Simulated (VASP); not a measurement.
The system is BeTe.

```
Be Te
1.0
     0.00000    2.82862    2.94177
     2.82862    0.00000    2.94177
     2.82862    2.82862    0.00000
Be Te
1 1
Direct
  0.00000 0.00000 0.00000
  0.25000 0.25000 0.25000
```

This cell differs from its parent crystal: uniaxial z strain +4.0%.

Base run:

* Program: VASP 6.6.1
* Functional: r2SCAN
* Potentials or basis: VASP PAW PBE potentials, release 64 (Be, Te)
* Cutoff: 520 eV
* k mesh: 8 × 8 × 8
* Occupations: gaussian, width 0.01 eV
* Spin: no spin polarisation

Its results: band gap on the k mesh 2.30 eV (least direct gap 3.98 eV); pressure -2.0 GPa.

The run is repeated on the same cell with these changes: functional from r2SCAN to PBE; k mesh from 8 × 8 × 8 to 4 × 4 × 4. What comes out?

Band gap on the k mesh 1.94 eV (least direct gap 3.36 eV); pressure -1.4 GPa.

Several settings changed at once.

Caveats: some runs use coarse meshes; spin-orbit coupling is left out, which moves the levels of the heavy elements; the PAW data sets were made with another functional, which shifts forces and pressure a little (at least some runs).

A k mesh can miss the band edges.
